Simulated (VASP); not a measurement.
A run of VASP 6.6.1:

File INCAR:

```
ALGO = Normal
EDIFF = 1E-7
ENCUT = 520
GGA = PS
ISIF = 2
ISMEAR = -1
LASPH = T
LCHARG = F
LREAL = F
LWAVE = F
NBANDS = 12
NELM = 100
PREC = Accurate
SIGMA = 0.1
```

Contents of KPOINTS:

```
k-points
0
Gamma
  13 13 13
```

POSCAR

```
Tl
1.0
   -1.9765712352      1.9765712352      1.9765712352
    1.9765712352     -1.9765712352      1.9765712352
    1.9765712352      1.9765712352     -1.9765712352
Tl
1
Direct
    0.0000000000      0.0000000000      0.0000000000
```

Potentials or basis: VASP PAW PBE potentials, release 64 (Tl_d).

Launch:

```console
$ cat potpaw_PBE.64/Tl_d/POTCAR > POTCAR
$ mpirun -np 1 vasp_std > vasp.out
```

Hardware: 1 thread of Intel(R) Xeon(R) Platinum 8488C (Sapphire Rapids) (shared host).

Q: Estimate the wall time of this run.

A: Run time: 20 s on 1 thread of Intel(R) Xeon(R) Platinum 8488C (Sapphire Rapids), with other jobs on the host, peak memory 0.17 GiB. Counts: scf iterations 11, k points 84.
